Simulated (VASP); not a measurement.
Crystal: CuO.

```
Cu O
1.0
     3.17550    0.00000    0.00000
     0.00000    3.17550    0.00000
     0.00000    0.00000    4.64953
Cu O
2 2
Cartesian
  0.0000 0.0000 0.0000
  1.5877 1.5877 0.0000
  1.5877 0.0000 1.2414
  0.0000 1.5877 3.4081
```

| Property | Result |
| --- | --- |
| Program | VASP 6.6.1 |
| Task | relaxation of cell and atoms |
| Functional | LDA |
| Potentials or basis | VASP PAW LDA potentials, release 64 (Cu, O) |
| Cutoff | 600 eV |
| k mesh | 6 × 6 × 5 |
| Occupations | fermi-dirac, width 0.05 eV |
| Spin | no spin polarisation |

At the start: pressure 4.5 GPa; volume 11.72 Å³/atom.

**Question.** Where does the relaxation end?

**Answer.** Over 27 steps the energy falls by 684.9 meV/atom and the volume is 11.17 Å³/atom (-4.7 %); space group P4/nmm (No. 129, to 0.1 Å) before and after.

Step by step:
| step | energy change (eV) | largest force (eV/Å) | pressure (GPa) | volume (Å³) |
| --- | --- | --- | --- | --- |
| 1 | 0.0000 | 1.6121 | 4.54 | 46.88 |
| 2 | -0.8337 | 1.3629 | -1.89 | 48.94 |
| 3 | -1.3620 | 1.3200 | -8.93 | 50.81 |
| 4 | -1.4525 | 1.3442 | -12.05 | 51.39 |
| 5 | -2.0016 | 0.4533 | 7.34 | 44.26 |
| 6 | -2.0323 | 0.1384 | 18.15 | 41.58 |
| 7 | -2.2169 | 0.3044 | 18.70 | 40.63 |
| 8 | -2.4740 | 0.0862 | 16.71 | 37.46 |
| 9 | -2.4877 | 0.1524 | 16.89 | 37.99 |
| 10 | -2.5929 | 0.3227 | 7.47 | 39.53 |
| 11 | -2.6183 | 0.4834 | -0.41 | 41.10 |
| 12 | -2.6191 | 0.4608 | 0.65 | 40.87 |
| 13 | -2.6277 | 0.4457 | 0.68 | 41.01 |
| 14 | -2.6508 | 0.3989 | 0.80 | 41.44 |
| 15 | -2.6861 | 0.3037 | 1.17 | 42.30 |
| 16 | -2.7196 | 0.1338 | 2.20 | 44.01 |
| 17 | -2.7189 | 0.1559 | -3.56 | 45.48 |
| 18 | -2.7262 | 0.1457 | -0.70 | 44.72 |
| 19 | -2.7292 | 0.1204 | -0.75 | 44.80 |
| 20 | -2.7348 | 0.0604 | -0.92 | 45.05 |
| 21 | -2.7368 | 0.0166 | -1.48 | 45.53 |
| 22 | -2.7351 | 0.0047 | 1.98 | 44.92 |
| 23 | -2.7385 | 0.0071 | -0.10 | 45.28 |
| 24 | -2.7385 | 0.0072 | -0.07 | 45.28 |
| 25 | -2.7387 | 0.0068 | -0.05 | 45.22 |
| 26 | -2.7391 | 0.0066 | -0.03 | 45.04 |
| 27 | -2.7395 | 0.0064 | 0.03 | 44.70 |

Final structure:
```cif
data_structure
_symmetry_space_group_name_H-M 'P 1'
_symmetry_Int_Tables_number 1
_cell_length_a 3.7941
_cell_length_b 3.7941
_cell_length_c 3.1051
_cell_angle_alpha 90.000
_cell_angle_beta 90.000
_cell_angle_gamma 90.000
_cell_volume 44.70
loop_
_atom_site_label
_atom_site_type_symbol
_atom_site_fract_x
_atom_site_fract_y
_atom_site_fract_z
_atom_site_occupancy
Cu1 Cu 0.00000 0.00000 0.00000 1
Cu2 Cu 0.50000 0.50000 0.00000 1
O1 O 0.50000 0.00000 0.02059 1
O2 O 0.00000 0.50000 0.97941 1
```

Caveat: a cell axis changed by over 15 % at a fixed basis, so the end point is rough.
